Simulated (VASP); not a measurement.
# Bi (Im-3m) in VASP: further runs, part 2 of 2

VASP 6.6.1. The steps go on from the part before.

**3. Single point, r2SCAN+D3(BJ)**

This run uses another cell than the first one, of 30.49 Å³/atom.

Contents of POSCAR:

```
Bi
1.0
   -1.9681319396      1.9681319396      1.9681319396
    1.9681319396     -1.9681319396      1.9681319396
    1.9681319396      1.9681319396     -1.9681319396
Bi
1
Direct
    0.0000000000      0.0000000000      0.0000000000
```

Contents of INCAR.step1:

```
SYSTEM = Bi
ALGO = Normal
EDIFF = 1E-4
ENCUT = 520
GGA = PE
ISMEAR = -1
LASPH = .TRUE.
LCHARG = .FALSE.
LREAL = .FALSE.
LWAVE = .TRUE.
NBANDS = 14
NELM = 60
PREC = Accurate
SIGMA = 0.05
```

Contents of INCAR.step2:

```
SYSTEM = Bi
ALGO = Normal
EDIFF = 1E-6
ENCUT = 520
ISIF = 2
ISMEAR = -1
ISTART = 1
IVDW = 12
LASPH = .TRUE.
LCHARG = .FALSE.
LMIXTAU = .TRUE.
LREAL = .FALSE.
LWAVE = .FALSE.
METAGGA = R2SCAN
NBANDS = 14
NELM = 60
PREC = Accurate
SIGMA = 0.05
VDW_A1 = 0.49484001
VDW_A2 = 5.73083694
VDW_S6 = 1.0
VDW_S8 = 0.78981345
```

Contents of KPOINTS:

```
k-points
0
G
  9 9 9
  0 0 0
```

Potentials or basis: VASP PAW PBE potentials, release 64 (Bi_d).

Run with:

```bash
$ cat potpaw_PBE.64/Bi_d/POTCAR > POTCAR
$ cp INCAR.step1 INCAR
$ mpirun -np 1 vasp_std > vasp.out
$ cp INCAR.step2 INCAR
$ mpirun -np 1 vasp_std > vasp.out
```

Run time: 2.5 min. Hardware: 1 thread of Intel Xeon 8259CL, shared host; peak memory 0.18 GiB.

The run converged. Its results:

```
Free energy                : -58.5302 eV
Pressure                   : -0.1 GPa
Band gap on the k mesh     : zero (an odd number of electrons rules out a gap without spin polarisation)
Dispersion energy per atom : -0.245 eV
```

Levels at points of the mesh, in eV from the Fermi level:
```csv
k point,band 4,band 5,band 6,band 7,band 8,band 9,band 10,band 11
"(0.00, 0.00, 0.00)",-23.73,-23.73,-14.40,5.37,5.37,5.37,10.27,11.16
```

Caveat: the PAW data sets were made with another functional, which shifts forces and pressure a little; spin-orbit coupling is left out, which moves the levels of the heavy elements.

**4. Single point, r2SCAN+D3(BJ)**

This run uses another cell than the first one, of 31.12 Å³/atom.

Contents of POSCAR:

```
Bi
1.0
   -1.9814305318      1.9814305318      1.9814305318
    1.9814305318     -1.9814305318      1.9814305318
    1.9814305318      1.9814305318     -1.9814305318
Bi
1
Direct
    0.0000000000      0.0000000000      0.0000000000
```

Contents of INCAR.step1:

```
SYSTEM = Bi
ALGO     = Normal         ! electronic algorithm
EDIFF    = 1E-4           ! SCF threshold, eV
ENCUT    = 520            ! plane-wave cutoff, eV
GGA      = PE             ! functional
ISMEAR   = -1             ! smearing method
LASPH    = .TRUE.         ! aspherical terms in the spheres
LCHARG   = .FALSE.        ! write CHGCAR
LREAL    = .FALSE.        ! projectors in reciprocal space
LWAVE    = .TRUE.         ! write WAVECAR
NBANDS   = 14             ! bands
NELM     = 80             ! most SCF steps
PREC     = Accurate       ! precision mode
SIGMA    = 0.05           ! smearing width, eV
```

Contents of INCAR.step2:

```
SYSTEM = Bi
ALGO     = Normal         ! electronic algorithm
EDIFF    = 1E-6           ! SCF threshold, eV
ENCUT    = 520            ! plane-wave cutoff, eV
ISIF     = 2              ! what is computed and relaxed
ISMEAR   = -1             ! smearing method
ISTART   = 1            
IVDW     = 12             ! dispersion correction
LASPH    = .TRUE.         ! aspherical terms in the spheres
LCHARG   = .FALSE.        ! write CHGCAR
LMIXTAU  = .TRUE.       
LREAL    = .FALSE.        ! projectors in reciprocal space
LWAVE    = .FALSE.        ! write WAVECAR
METAGGA  = R2SCAN         ! meta-GGA
NBANDS   = 14             ! bands
NELM     = 80             ! most SCF steps
PREC     = Accurate       ! precision mode
SIGMA    = 0.05           ! smearing width, eV
VDW_A1   = 0.49484001   
VDW_A2   = 5.73083694   
VDW_S6   = 1.0          
VDW_S8   = 0.78981345
```

KPOINTS is that of step 3.

Run with:

```bash
$ cat potpaw_PBE.64/Bi_d/POTCAR > POTCAR
$ cp INCAR.step1 INCAR
$ mpirun -np 1 vasp_std > vasp.out
$ cp INCAR.step2 INCAR
$ mpirun -np 1 vasp_std > vasp.out
```

Wall time 2.2 min (1 thread of Intel Xeon 8259CL, shared host); peak memory 0.18 GiB.

The run converged. Its results:

- Free energy: -58.5279 eV
- Pressure: -1.3 GPa
- Band gap on the k mesh: zero (an odd number of electrons rules out a gap without spin polarisation)
- Dispersion energy per atom: -0.240 eV

Levels at points of the mesh, in eV from the Fermi level:
```csv
k point,band 5,band 6,band 7,band 8,band 9,band 10
"(0.00, 0.00, 0.00)",-23.69,-14.21,5.25,5.25,5.25,10.03
```

Caveat: the PAW data sets were made with another functional, which shifts forces and pressure a little; spin-orbit coupling is left out, which moves the levels of the heavy elements.

**5. Single point, r2SCAN+D3(BJ)**

This run uses another cell than the first one, of 31.74 Å³/atom.

Contents of POSCAR:

```
Bi
1.0
   -1.9945529707      1.9945529707      1.9945529707
    1.9945529707     -1.9945529707      1.9945529707
    1.9945529707      1.9945529707     -1.9945529707
Bi
1
Direct
    0.0000000000      0.0000000000      0.0000000000
```

Contents of INCAR.step1:

```
ALGO = Normal
EDIFF = 1E-4
ENCUT = 520
GGA = PE
ISMEAR = -1
LASPH = T
LCHARG = F
LREAL = F
LWAVE = T
NBANDS = 14
NELM = 100
PREC = Accurate
SIGMA = 0.05
```

Contents of INCAR.step2:

```
ALGO = Normal
EDIFF = 1E-6
ENCUT = 520
ISIF = 2
ISMEAR = -1
ISTART = 1
IVDW = 12
LASPH = T
LCHARG = T
LELF = T
LMIXTAU = T
LREAL = F
LVHAR = T
LWAVE = F
METAGGA = R2SCAN
NBANDS = 14
NELM = 100
PREC = Accurate
SIGMA = 0.05
VDW_A1 = 0.49484001
VDW_A2 = 5.73083694
VDW_S6 = 1.0
VDW_S8 = 0.78981345
```

Contents of KPOINTS:

```
k-points
0
Gamma
  9 9 9
```

Run with:

```bash
$ cat potpaw_PBE.64/Bi_d/POTCAR > POTCAR
$ cp INCAR.step1 INCAR
$ mpirun -np 1 vasp_std > vasp.out
$ cp INCAR.step2 INCAR
$ mpirun -np 1 vasp_std > vasp.out
```

Wall time 2.4 min (1 thread of Intel Xeon 8259CL, shared host); peak memory 0.18 GiB.

Results (log left out):

```yaml
Free_energy: -58.5214 eV
Pressure: -2.3 GPa
Band_gap_on_the_k_mesh: zero (an odd number of electrons rules out a gap without spin polarisation)
Dispersion_energy_per_atom: -0.235 eV
```

Levels at points of the mesh, in eV from the Fermi level:
| k point | band 5 | band 6 | band 7 | band 8 | band 9 | band 10 |
| --- | --- | --- | --- | --- | --- | --- |
| (0.00, 0.00, 0.00) | -23.65 | -14.04 | 5.14 | 5.14 | 5.14 | 9.80 |

Caveat: the PAW data sets were made with another functional, which shifts forces and pressure a little; spin-orbit coupling is left out, which moves the levels of the heavy elements.

**6. Single point, r2SCAN+D3(BJ)**

This run uses another cell than the first one, of 32.36 Å³/atom.

Contents of POSCAR:

```
Bi
1.0
   -2.0075049763      2.0075049763      2.0075049763
    2.0075049763     -2.0075049763      2.0075049763
    2.0075049763      2.0075049763     -2.0075049763
Bi
1
Direct
    0.0000000000      0.0000000000      0.0000000000
```

Contents of INCAR.step1:

```
SYSTEM = Bi
ALGO     = Normal         ! electronic algorithm
EDIFF    = 1E-4           ! SCF threshold, eV
ENCUT    = 520            ! plane-wave cutoff, eV
GGA      = PE             ! functional
ISMEAR   = -1             ! smearing method
LASPH    = .True.         ! aspherical terms in the spheres
LCHARG   = .False.        ! write CHGCAR
LREAL    = .False.        ! projectors in reciprocal space
LWAVE    = .True.         ! write WAVECAR
NBANDS   = 14             ! bands
NELM     = 80             ! most SCF steps
PREC     = Accurate       ! precision mode
SIGMA    = 0.05           ! smearing width, eV
```

Contents of INCAR.step2:

```
SYSTEM = Bi
ALGO     = Normal         ! electronic algorithm
EDIFF    = 1E-7           ! SCF threshold, eV
ENCUT    = 520            ! plane-wave cutoff, eV
ISIF     = 2              ! what is computed and relaxed
ISMEAR   = -1             ! smearing method
ISTART   = 1            
IVDW     = 12             ! dispersion correction
LASPH    = .True.         ! aspherical terms in the spheres
LCHARG   = .False.        ! write CHGCAR
LMIXTAU  = .True.       
LREAL    = .False.        ! projectors in reciprocal space
LWAVE    = .False.        ! write WAVECAR
METAGGA  = R2SCAN         ! meta-GGA
NBANDS   = 14             ! bands
NELM     = 80             ! most SCF steps
PREC     = Accurate       ! precision mode
SIGMA    = 0.05           ! smearing width, eV
VDW_A1   = 0.49484001   
VDW_A2   = 5.73083694   
VDW_S6   = 1.0          
VDW_S8   = 0.78981345
```

Contents of KPOINTS:

```
k-points
0
Gamma
  9 9 9
  0 0 0
```

Potentials or basis: VASP PAW PBE potentials, release 64 (Bi_d).

Run with:

```bash
$ cat potpaw_PBE.64/Bi_d/POTCAR > POTCAR
$ cp INCAR.step1 INCAR
$ mpirun -np 1 vasp_std > vasp.out
$ cp INCAR.step2 INCAR
$ mpirun -np 1 vasp_std > vasp.out
```

Wall time 2.7 min (1 thread of Intel Xeon 8259CL, shared host); peak memory 0.18 GiB.

The run converged. Its results:

```
Free energy                : -58.5109 eV
Pressure                   : -3.2 GPa
Band gap on the k mesh     : zero (an odd number of electrons rules out a gap without spin polarisation)
Dispersion energy per atom : -0.230 eV
```

Levels at points of the mesh, in eV from the Fermi level:
```tsv
k point	band 3	band 4	band 5	band 6	band 7	band 8	band 9	band 10	band 11	band 12
(0.00, 0.00, 0.00)	-23.74	-23.61	-23.61	-13.87	5.03	5.03	5.03	9.59	11.25	11.25
```

Caveat: the cell stands under tension; the PAW data sets were made with another functional, which shifts forces and pressure a little; spin-orbit coupling is left out, which moves the levels of the heavy elements.

**7. Overview**

| cell | gap on the mesh (eV) | pressure (GPa) |
| --- | --- | --- |
| a = 3.386 Å, angles 109.5°, 1 atom | none | 1.2 |
| a = 3.409 Å, angles 109.5°, 1 atom | none | -0.1 |
| a = 3.432 Å, angles 109.5°, 1 atom | none | -1.3 |
| a = 3.455 Å, angles 109.5°, 1 atom | none | -2.3 |
| a = 3.477 Å, angles 109.5°, 1 atom | none | -3.2 |

Alike in all rows: task single point; level r2SCAN+D3(BJ); potentials or basis VASP PAW PBE potentials, release 64 (Bi_d); no spin polarisation; k mesh 9 × 9 × 9; cutoff (eV) 520; smearing fermi-dirac 0.05 eV.

Caveats: the PAW data sets were made with another functional, which shifts forces and pressure a little; spin-orbit coupling is left out, which moves the levels of the heavy elements; the cell stands under tension (at least some runs).

Total energies depend on the potentials used, so only differences within one code and one set of settings carry meaning.
